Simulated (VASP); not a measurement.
Wanted: the native input for a VASP 6.6.1 run.

```
Task                   : single point
Functional             : PBE
Potentials or basis    : VASP PAW PBE potentials, release 64 (K_sv, Mg, F)
Cutoff                 : 520 eV
k mesh                 : 5 × 5 × 5
Occupations            : fermi-dirac, width 0.1 eV
Spin                   : no spin polarisation
Dipole correction      : no
Further INCAR settings : ALGO = Normal; EDIFF = 1e-06; NBANDS = 24
```

The structure of KMgF3 lies in POSCAR:

```
KMgF3
1.0
    3.8998508231      0.0000000000      0.0000000000
    0.0000000000      3.8998508231      0.0000000000
    0.0000000000      0.0000000000      3.8998508231
K Mg F
1 1 3
Direct
    0.5000000000      0.5000000000      0.5000000000
    0.0000000000      0.0000000000      0.0000000000
    0.5000000000      0.0000000000      0.0000000000
    0.0000000000      0.5000000000      0.0000000000
    0.0000000000      0.0000000000      0.5000000000
```

One way to write it, as run:

INCAR

```
PREC = Accurate
ENCUT = 520
EDIFF = 1E-6
ISMEAR = -1
SIGMA = 0.1
LREAL = False
LASPH = True
NELM = 60
ALGO = Normal
ISIF = 2
LWAVE = False
LCHARG = False
GGA = PE
NBANDS = 24
```

KPOINTS

```
Automatic mesh
0
Gamma
  5 5 5
```

Potentials or basis: VASP PAW PBE potentials, release 64 (K_sv, Mg, F).

Command:

```console
$ cat potpaw_PBE.64/K_sv/POTCAR potpaw_PBE.64/Mg/POTCAR potpaw_PBE.64/F/POTCAR > POTCAR
$ mpirun -np 1 vasp_std > vasp.out
```

Results of the run:

| Item | Value |
| --- | --- |
| Pressure | 9.6 GPa |
| Band gap on the k mesh | 7.89 eV, indirect (least direct gap 8.14 eV) |

It took 12 s on 1 thread of Intel(R) Xeon(R) 6975P-C (Granite Rapids), on a shared host, peak memory 0.16 GiB.
